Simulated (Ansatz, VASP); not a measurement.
**One calculation of GaCo, two programs**

Contents of INCAR:

```
ALGO = Normal ; EDIFF = 1E-7
ENCUT = 520 ; GGA = PE
ISIF = 2 ; ISMEAR = 1
LASPH = True ; LCHARG = False
LREAL = False ; LWAVE = False
NBANDS = 18 ; NELM = 80
PREC = Accurate ; SIGMA = 0.1834
```

File KPOINTS:

```
k-points
0
Gamma
  11 11 11
```

File POSCAR:

```
GaCo
1.0
    2.9126830000      0.0000000000      0.0000000000
    0.0000000000      2.9126830000      0.0000000000
    0.0000000000      0.0000000000      2.9126830000
Co Ga
1 1
Direct
    0.0000000000      0.0000000000      0.0000000000
    0.5000000000      0.5000000000      0.5000000000
```

Input for Ansatz:

```yaml
crystal:
  lattice:
    - [2.912683, 0.0, 0.0]
    - [0.0, 2.912683, 0.0]
    - [0.0, 0.0, 2.912683]
  atoms:
    - { symbol: Co, position: [0.0, 0.0, 0.0] }
    - { symbol: Ga, position: [0.5, 0.5, 0.5] }
  symmetry: { tolerance: 0.0003 }
kpoints:
  mp_grid: { grid: [11, 11, 11], shift: [0, 0, 0] }
  band_path:
    path:
      - [0.0, 0.0, 0.0]
      - [0.0, 0.5, 0.0]
      - [0.5, 0.5, 0.0]
      - [0.0, 0.0, 0.0]
      - [0.5, 0.5, 0.5]
      - [0.0, 0.5, 0.0]
      - [0.5, 0.5, 0.5]
      - [0.5, 0.5, 0.0]
    npoints: 8
magnetization:
  spin_polarized: false
scf:
  occupations: { method: cold, width: 0.1834 }
  lower_state_search: "off"
  max_iter: 200
hamiltonian:
  pseudopotentials: { kind: paw }
  xc: pbe
basis:
  ecutwfc: 420
  fft_grid_basis: typed
output:
  forces: true
  stress: true
  eigenvalues: true
  bader: true
  populations: true
  elf: true
  write_potential: true
  volumetric_format: npy
  dos:
    e_range: [-12, 8]
    de: 0.05
    projected: { site_lists: { Co: [Co], Ga: [Ga] } }
checkpoint:
  read: saved_state
```

Alike in both runs: task single point; functional PBE; k mesh 11 × 11 × 11; no spin polarisation.

```csv
,VASP,Ansatz
version,VASP 6.6.1,Ansatz 0.2.0
potentials or method,"VASP PAW PBE potentials, release 64 (Co, Ga_d), cutoff 520 eV",PAW plane waves
occupations,"methfessel-paxton of order 1, width 0.1834 eV","cold, width 0.1834 eV"
valence electrons in the cell,22,30
```

|  | VASP | Ansatz | Ansatz less VASP |
| --- | --- | --- | --- |
| pressure (GPa) | -5.1 | -5.3 | -0.19 |

VASP's potentials hold 22 valence electrons a cell and Ansatz's 30, so a difference there can come from the potentials and not from the codes.
